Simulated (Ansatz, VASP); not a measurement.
**One calculation of Al, two programs**

```xyz
2
Lattice="0.0000 -3.1887 0.0000 -3.1887 0.0000 0.0000 0.0000 0.0000 -3.1887" Properties=species:S:1:pos:R:3 pbc="T T T"
Al   -1.5944   -1.5944   -1.5494
Al    0.0000    0.0000   -0.0450
```

Change from the starting cell: mode 4 (306.8 1/cm) frozen in, largest displacement +0.045 Å.

Alike in both runs: task single point; functional r2SCAN; k mesh 18 × 18 × 18; occupations gaussian, width 0.15 eV; no spin polarisation.

|  | VASP | Ansatz |
| --- | --- | --- |
| version | VASP 6.6.1 | Ansatz 0.2.0 |
| potentials or method | VASP PAW PBE potentials, release 64 (Al), cutoff 520 eV | scalar-relativistic, plane waves, PAW |
| valence electrons in the cell | 6 | 6 |

```csv
,VASP,Ansatz,Ansatz less VASP
gap on the k mesh at the Fermi level (eV),none,none,-
pressure (GPa),-0.1,0.2,+0.31
"traceless stress, the component that is largest in VASP (GPa)",-0.27,-0.27,-0.004
rms of the force components (eV/Å),0.240,0.241,+0.0009
```

VASP's potentials were made for PBE, not for r2SCAN. Atom by atom the forces differ by 0.001 eV/Å (rms over components). A gap of «none» marks a metal or a gap that the smearing closes.
